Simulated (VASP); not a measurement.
KF:

```
K F
1.0
     0.00000    2.65896    2.65896
     2.65896    0.00000    2.65896
     2.65896    2.65896    0.00000
K F
1 1
Direct
  0.00000 0.00000 0.00000
  0.50000 0.50000 0.50000
```

Base run:

| Item | Value |
| --- | --- |
| Program | VASP 6.6.1 |
| Functional | PBE |
| Potentials or basis | VASP PAW PBE potentials, release 64 (K_sv, F) |
| Cutoff | 520 eV |
| k mesh | 8 × 8 × 8 |
| Occupations | fermi-dirac, width 0.02 eV |
| Spin | no spin polarisation |

Its results: band gap on the k mesh 6.24 eV, direct; pressure 2.0 GPa.

Task: The run is repeated on the same cell with these changes: functional from PBE to r2SCAN; occupations from fermi-dirac, width 0.02 eV to gaussian, width 0.01 eV. What comes out?

Result: Band gap on the k mesh 6.91 eV, direct; pressure 0.0 GPa.

Caveats: the PAW data sets were made with another functional, which shifts forces and pressure a little (some runs).

A k mesh can miss the band edges.
